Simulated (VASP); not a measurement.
Input of a VASP 6.6.1 run:

The input INCAR:

```
SYSTEM = Si5C3
PREC = Accurate ; ENCUT = 520
EDIFF = 1E-6 ; ISMEAR = 0
SIGMA = 0.2 ; LREAL = .FALSE.
LASPH = .TRUE. ; NELM = 80
ALGO = Normal ; ISIF = 2
LWAVE = .FALSE. ; LCHARG = .FALSE.
GGA = PE ; NBANDS = 26
```

File KPOINTS:

```
Automatic mesh
0
G
  5 5 2
  0 0 0
```

Contents of POSCAR:

```
Si5C3
1.0
    3.1480453844      0.0000000000      0.0000000000
    0.0000000000      3.1480453844      0.0000000000
    0.0000000000      0.0000000000      9.8891253612
Si C
5 3
Direct
    0.5000000000      0.0000000000      0.3908863390
    0.0000000000      0.5000000000      0.1760213622
    0.5000000000      0.0000000000      0.8239786378
    0.0000000000      0.5000000000      0.6091136610
    0.0000000000      0.0000000000      0.0000000000
    0.5000000000      0.5000000000      0.2806263976
    0.5000000000      0.5000000000      0.7193736024
    0.0000000000      0.0000000000      0.5000000000
```

Potentials or basis: VASP PAW PBE potentials, release 64 (Si, C).

The run is started by

```bash
$ cat potpaw_PBE.64/Si/POTCAR potpaw_PBE.64/C/POTCAR > POTCAR
$ mpirun -np 1 vasp_std > vasp.out
```

(1) Estimate the pressure.

(2) Predict the band gap on the k mesh.

Results:

(1) -0.1 GPa.

(2) zero (band 16 reaches 10.10 eV, above the bottom of band 17 at 8.71 eV).

Caveat: the k points lie up to 0.40 Å⁻¹ apart.
